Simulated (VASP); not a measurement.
# LiCl in VASP: notebook

Runs on LiCl. Level: PBE. Tasks: single point.

All numbers are computed with VASP 6.6.1; they aren't measurements. Logs are shortened: lines on timing, memory, paths and dates and some standing lists are left out, and cuts for length are marked.

**1. The cell of the first run**

The structure is tetragonal, space group I4mm (No. 107). The conventional cell has a = 3.627 Å, b = 3.627 Å, c = 5.130 Å, α = 90.00°, β = 90.00°, γ = 90.00°. Within 3.3 Å of Li (site symmetry 4mm) lie 6 Cl at 2.51 to 2.61 Å. Within 3.3 Å of Cl (site symmetry 4mm) lie 6 Li at 2.51 to 2.61 Å.

**2. Single point, PBE (atom 2 (Cl) moved by [0.0, 0.0, 0.05] A)**

The input, INCAR:

```
SYSTEM = LiCl
  PREC = Accurate
  ENCUT = 520
  EDIFF = 1E-6
  ISMEAR = -1
  SIGMA = 0.03
  LREAL = .FALSE.
  LASPH = .TRUE.
  NELM = 80
  ALGO = Normal
  ISIF = 2
  LWAVE = .FALSE.
  LCHARG = .FALSE.
  GGA = PE
  NBANDS = 12
```

The input, KPOINTS:

```
regular mesh
0
G
  9 9 9
  0 0 0
```

The input, POSCAR:

```
LiCl
1.0
    0.0000000000      2.5647600000      2.5647600000
    2.5647600000      0.0000000000      2.5647600000
    2.5647600000      2.5647600000      0.0000000000
Li Cl
1 1
Direct
    0.0000000000      0.0000000000      0.0000000000
    0.5097475007      0.5097475007      0.4902524993
```

Potentials or basis: VASP PAW PBE potentials, release 64 (Li_sv, Cl).

On the command line:

```console
> cat potpaw_PBE.64/Li_sv/POTCAR potpaw_PBE.64/Cl/POTCAR > POTCAR
> mpirun -np 1 vasp_std > vasp.out
```

OUTCAR:

```text
SYSTEM = LiCl
   PREC = Accurate
   ENCUT = 520
   EDIFF = 1E-6
   ISMEAR = -1
   LREAL = .FALSE.
   LASPH = .TRUE.
   NELM = 80
   ISIF = 2
   GGA = PE

 ion  position               nearest neighbor table
   1  0.000  0.000  0.000-   2 2.51   2 2.57   2 2.57   2 2.57   2 2.57   2 2.61
   2  0.510  0.510  0.490-   1 2.51   1 2.57   1 2.57   1 2.57   1 2.57   1 2.61

  LATTYP: Found a face centered cubic cell.
 ALAT       =     5.1295200000

  Lattice vectors:

 A1 = (   0.0000000000,   2.5647600000,   2.5647600000)
 A2 = (   2.5647600000,   0.0000000000,   2.5647600000)
 A3 = (   2.5647600000,   2.5647600000,   0.0000000000)

Analysis of symmetry for initial positions (statically):
=====================================================================
 Subroutine PRICEL returns:
 Original cell was already a primitive cell.

 Routine SETGRP: Setting up the symmetry group for a
 face centered cubic supercell.

 Subroutine GETGRP returns: Found  8 space group operations
 (whereof  8 operations were pure point group operations)
 out of a pool of 48 trial point group operations.

The static configuration has the point symmetry C_4v.

Analysis of symmetry for dynamics (positions and initial velocities):
=====================================================================
 Subroutine PRICEL returns:
 Original cell was already a primitive cell.

 Routine SETGRP: Setting up the symmetry group for a
 face centered cubic supercell.

 Subroutine GETGRP returns: Found  8 space group operations
 (whereof  8 operations were pure point group operations)
 out of a pool of 48 trial point group operations.

The dynamic configuration has the point symmetry C_4v.

 Subroutine INISYM returns: Found  8 space group operations
 (whereof  8 operations are pure point group operations),
 and found     1 'primitive' translations

----------------------------------------------------------------------------------------

                                     Primitive cell

  volume of cell :      33.7420

  direct lattice vectors                    reciprocal lattice vectors
     0.000000000  2.564760000  2.564760000    -0.194950015  0.194950015  0.194950015
     2.564760000  0.000000000  2.564760000     0.194950015 -0.194950015  0.194950015
     2.564760000  2.564760000  0.000000000     0.194950015  0.194950015 -0.194950015

  length of vectors
     3.627118376  3.627118376  3.627118376     0.337663331  0.337663331  0.337663331

  position of ions in fractional coordinates (direct lattice)
     0.000000000  0.000000000  0.000000000
     0.509747501  0.509747501  0.490252499

  ion indices of the primitive-cell ions
   primitive index   ion index
                 1           1
                 2           2

----------------------------------------------------------------------------------------

 KPOINTS: regular mesh

Automatic generation of k-mesh.
 Grid dimensions read from file:
 generate k-points for:    9    9    9

 Generating k-lattice:

  Cartesian coordinates                     Fractional coordinates (reciprocal lattice)
    -0.021661113  0.021661113  0.021661113     0.111111111  0.000000000  0.000000000
     0.021661113 -0.021661113  0.021661113     0.000000000  0.111111111  0.000000000
     0.021661113  0.021661113 -0.021661113     0.000000000  0.000000000  0.111111111

  Length of vectors
     0.037518148  0.037518148  0.037518148

  Shift w.r.t. Gamma in fractional coordinates (k-lattice)
     0.000000000  0.000000000  0.000000000

 Subroutine IBZKPT returns following result:
 ===========================================

 Found     75 irreducible k-points:

 Following reciprocal coordinates:
            Coordinates               Weight
  0.000000  0.000000  0.000000      1.000000
  0.111111  0.000000  0.000000      8.000000
  0.222222  0.000000  0.000000      8.000000
  0.333333  0.000000  0.000000      8.000000
  0.444444  0.000000  0.000000      8.000000
  0.111111  0.111111  0.000000      2.000000
[... 16 lines left out ...]
  0.000000  0.222222  0.222222      4.000000
  0.333333  0.222222  0.000000      8.000000
 [... further k-points ...]
   k-points           NKPTS =     75   k-points in BZ     NKDIM =     75   number of bands    NBANDS=     12
   number of dos      NEDOS =    301   number of ions     NIONS =      2
   total plane-waves  NPLWV =  21952
   dimension x,y,z NGX =    28 NGY =   28 NGZ =   28
   dimension x,y,z NGXF=    56 NGYF=   56 NGZF=   56
   ions per type =               1   1
   NGX,Y,Z   is equivalent  to a cutoff of  12.83, 12.83, 12.83 a.u.
   NGXF,Y,Z  is equivalent  to a cutoff of  25.67, 25.67, 25.67 a.u.
 SYSTEM =  LiCl
   PREC   = accura    normal or accurate (medium, high low for compatibility)
   ISTART =      0    job   : 0-new  1-cont  2-samecut
   ICHARG =      2    charge: 1-file 2-atom 10-const
   ISPIN  =      1    spin polarized calculation?
   LNONCOLLINEAR =      F non collinear calculations
   LSORBIT =      F    spin-orbit coupling
   LASPH  =      T    aspherical Exc in radial PAW
   ENCUT  =  520.0 eV  38.22 Ry    6.18 a.u.   6.74  6.74  6.74*2*pi/ulx,y,z
   NELM   =     80;   NELMIN=  2; NELMDL= -5     # of ELM steps
   EDIFF  = 0.1E-05   stopping-criterion for ELM
   LREAL  =      F    real-space projection
   EDIFFG = 0.1E-04   stopping-criterion for IOM
   NSW    =      0    number of steps for IOM
   IBRION =     -1    ionic relax: 0-MD 1-quasi-New 2-CG
   NFREE  =      0    steps in history (QN), initial steepest desc. (CG)
   ISIF   =      2    stress and relaxation
   ISYM   =      2    0-nonsym 1-usesym 2-fastsym
   POTIM  = 0.5000    time-step for ionic-motion
   TEBEG  =    0.0;   TEEND  =   0.0 temperature during run
   PSTRESS=    0.0 pullay stress
   NELECT =      10.0000    total number of electrons
   NUPDOWN=      -1.0000    fix difference up-down
   EMIN   =  10.00;   EMAX   =-10.00  energy-range for DOS
   EFERMI =   0.00;   METHOD = LEGACY
   ISMEAR =    -1;   SIGMA  =   0.03  broadening in eV -4-tet -1-fermi 0-gaus
   EFERMI_NEDOS =   21; number of points for ismear=-14 and -15
   IALGO  =     38    algorithm
   IMIX   =      4    mixing-type and parameters
     AMIX     =   0.40;   BMIX     =  1.00
     AMIX_MAG =   1.60;   BMIX_MAG =  1.00
  volume/ion in A,a.u.               =      16.87       113.85
  Fermi-wavevector in a.u.,A,eV,Ry     =   1.091486  2.062609 16.209183  1.191341
  Thomas-Fermi vector in A             =   2.227732
   LORBIT       =      0    0 simple, 1 ext, 2 COOP (PROOUT), +10 PAW based schemes
   GGA     = PE    functional components
   LHFCALC =     F    Hartree Fock is set to
   AEXX    =    0.0000 exact exchange contribution
   IVDW    =     0    specifies the selected vdW correction
   LEPSILON=     F    determine dielectric tensor
   LRPA    =     F    only Hartree local field effects (RPA)
 non-spin polarized calculation
  energy-cutoff  :      520.00
  volume of cell :       33.74
 maximum number of plane-waves:       922
   NGX = 13   NGY = 13   NGZ = 13

 number of electron      10.0000002 magnetization

 Free energy of the ion-electron system (eV)
  ---------------------------------------------------
  ext. energy  EPLUGINS =         0.00000000
  ---------------------------------------------------
  free energy    TOTEN  =        -7.38490445 eV

  energy without entropy =       -7.38490445  energy(sigma->0) =       -7.38490445

 E-fermi :   1.3146     XC(G=0):  -8.7303

 val. band max:        0.5796411934   @ k =   0.0000   0.0000   0.0000
 cond. band min:       6.9193134966   @ k =   0.0000   0.0000   0.0000
 fundamental gap:      6.3396723032
 Fermi energy:         1.3146406919

 k-point     1 :       0.0000    0.0000    0.0000
  band No.  band energies     occupation
      1     -42.9410      2.00000
      2     -12.8178      2.00000
      3       0.5765      2.00000
      4       0.5796      2.00000
      5       0.5796      2.00000
      6       6.9193      0.00000
      7      12.5044      0.00000
      8      12.5044      0.00000
      9      12.5193      0.00000
     10      14.9678      0.00000
     11      15.1246      0.00000
     12      15.1287      0.00000

 k-point     2 :       0.1111    0.0000    0.0000
  band No.  band energies     occupation
      1     -42.9408      2.00000
      2     -12.7578      2.00000
      3       0.1531      2.00000
      4       0.5446      2.00000
      5       0.5466      2.00000
      6       7.2990      0.00000
      7      11.8335      0.00000
      8      12.4712      0.00000
      9      12.4877      0.00000
     10      13.7237      0.00000
     11      13.7352      0.00000
     12      15.5064      0.00000

 k-point     3 :       0.2222    0.0000    0.0000
  band No.  band energies     occupation
      1     -42.9400      2.00000
      2     -12.5987      2.00000
      3      -0.7605      2.00000
      4       0.4647      2.00000
      5       0.4670      2.00000
      6       7.7870      0.00000
      7      11.4455      0.00000
      8      11.5328      0.00000
      9      11.5438      0.00000
     10      14.2217      0.00000
     11      14.2259      0.00000
     12      16.0060      0.00000
[... 286 lines left out ...]
 k-point    23 :       0.0000    0.2222    0.2222
  band No.  band energies     occupation
      1     -42.9396      2.00000
      2     -12.5182      2.00000
      3      -0.6821      2.00000
      4       0.0846      2.00000
      5       0.0873      2.00000
      6       8.8363      0.00000
      7      10.4052      0.00000
      8      10.5198      0.00000
      9      12.9600      0.00000
     10      12.9603      0.00000
     11      15.9774      0.00000
     12      17.6773      0.00000

 k-point    24 :       0.3333    0.2222    0.0000
  band No.  band energies     occupation
      1     -42.9389      2.00000
      2     -12.3601      2.00000
      3      -1.2851      2.00000
      4      -0.1220      2.00000
      5      -0.0625      2.00000
      6       9.1584      0.00000
      7      10.0562      0.00000
      8      10.3264      0.00000
      9      12.6784      0.00000
     10      13.7231      0.00000
     11      16.7726      0.00000
     12      18.5013      0.00000

 [... further k-points ...]
[... 5 lines left out ...]
  --------------------------------------------------------------------------------------
  -------------------------------------------------------------------------------------
  Total        0.0617423      0.0617423      0.0837136      0.0000000     -0.0000000      0.0000000
  in kB        2.9317239      2.9317239      3.9749938      0.0000000     -0.0000000      0.0000000
  external PRESSURE =       3.2794805 kB  Pullay stress =       0.0000000 kB

 VOLUME and BASIS-vectors are now :
 -----------------------------------------------------------------------------
  energy-cutoff  :      520.00
  volume of cell :       33.74
      direct lattice vectors                 reciprocal lattice vectors
     0.000000000  2.564760000  2.564760000    -0.194950015  0.194950015  0.194950015
     2.564760000  0.000000000  2.564760000     0.194950015 -0.194950015  0.194950015
     2.564760000  2.564760000  0.000000000     0.194950015  0.194950015 -0.194950015

 POSITION                                       TOTAL-FORCE (eV/Angst)
 -----------------------------------------------------------------------------------
      0.00000      0.00000      0.00000         0.000000      0.000000      0.033996
      2.56476      2.56476      2.61476         0.000000      0.000000     -0.033996
 -----------------------------------------------------------------------------------
    total drift:                               -0.000000     -0.000000      0.000133

  FREE ENERGIE OF THE ION-ELECTRON SYSTEM (eV)
  ---------------------------------------------------
  free  energy   TOTEN  =        -7.3849044498 eV

  energy  without entropy=       -7.3849044498  energy(sigma->0) =       -7.38490445
```

It took 36 s on 1 thread of Intel Xeon Platinum 8488C (Sapphire Rapids), shared host; peak memory 0.16 GiB.

Results:

```yaml
Free_energy: -7.3849 eV
Largest_force: 0.034 eV/Å
Band_gap_on_the_k_mesh: 6.34 eV, direct
```

Forces in eV/Å, atoms in the order of the input:
```
Li   0.000  0.000  0.034
Cl   0.000  0.000 -0.034
```

Caveat: the cell differs from its parent crystal (atom 2 (Cl) moved by [0.0, 0.0, 0.05] A); the cutoff is under 1.25 times the usual one of these potentials, so pressure, stress and relaxed cells hold a basis-set (Pulay) error. A k mesh can miss the band edges.

(Continued in part 2 of 2.)
